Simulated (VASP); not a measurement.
Here is a VASP 6.6.1 calculation.

The input INCAR:

```
PREC     = Accurate       # precision mode
ENCUT    = 520            # plane-wave cutoff, eV
EDIFF    = 1E-6           # SCF threshold, eV
ISMEAR   = -1             # smearing method
SIGMA    = 0.1            # smearing width, eV
LREAL    = False          # projectors in reciprocal space
LASPH    = True           # aspherical terms in the spheres
NELM     = 100            # most SCF steps
ALGO     = Normal         # electronic algorithm
ISIF     = 2              # what is computed and relaxed
LWAVE    = False          # write WAVECAR
LCHARG   = False          # write CHGCAR
GGA      = CA             # functional
NBANDS   = 19             # bands
```

The input KPOINTS:

```
regular mesh
0
Gamma
  12 12 12
```

POSCAR

```
Hg
1.0
    0.0000000000      2.5561210016      2.5561210016
    2.5561210016      0.0000000000      2.5561210016
    2.5561210016      2.5561210016      0.0000000000
Hg
2
Direct
   -0.1250000000     -0.1250000000     -0.1250000000
    0.1250000000      0.1250000000      0.1250000000
```

Potentials or basis: VASP PAW LDA potentials, release 64 (Hg).

Launch:

```bash
$ cat potpaw_LDA.64/Hg/POTCAR > POTCAR
$ mpirun -np 1 vasp_std > vasp.out
```

Q: Predict the band gap on the k mesh.

A: Zero (bands 12 and 13 overlap by 10.81 eV).

Q: Predict the pressure.

A: 170.9 GPa.

Caveat: the cell stands under pressure; spin-orbit coupling is left out, which moves the levels of the heavy elements.
